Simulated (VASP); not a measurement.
Hf, 2 atoms in the cell. Symmetry: P6_3/mmc, No. 194, hexagonal system. Conventional cell: a = 3.121 Å, b = 3.121 Å, c = 4.939 Å, α = 90.00°, β = 90.00°, γ = 120.00°. Hf (site symmetry -6m2) has 12 Hf at 3.06 to 3.12 Å within 4.0 Å. 

| Quantity | Value |
| --- | --- |
| Program | VASP 6.6.1 |
| Task | single point |
| Functional | LDA |
| Potentials or basis | VASP PAW LDA potentials, release 64 (Hf_pv) |
| Cutoff | 520 eV |
| k mesh | 15 × 15 × 8 |
| Occupations | gaussian, width 0.1 eV |
| Spin | no spin polarisation |
| Dipole correction | no |
| Further INCAR settings | ALGO = Normal; EDIFF = 1e-07; NBANDS = 17 |

Potentials or basis: VASP PAW LDA potentials, release 64 (Hf_pv).

Command:

```console
$ cat potpaw_LDA.64/Hf_pv/POTCAR > POTCAR
$ mpirun -np 1 vasp_std > vasp.out
```

Hardware: 1 thread of Intel(R) Xeon(R) Platinum 8375C CPU @ 2.90GHz (Ice Lake), with other jobs on the host.

Problem. Estimate the wall time of this run.

Solution. Wall time 54 s on 1 thread of Intel(R) Xeon(R) Platinum 8375C CPU @ 2.90GHz (Ice Lake), on a shared host, peak memory 0.2 GiB. Counts: scf iterations 12, k points 135.
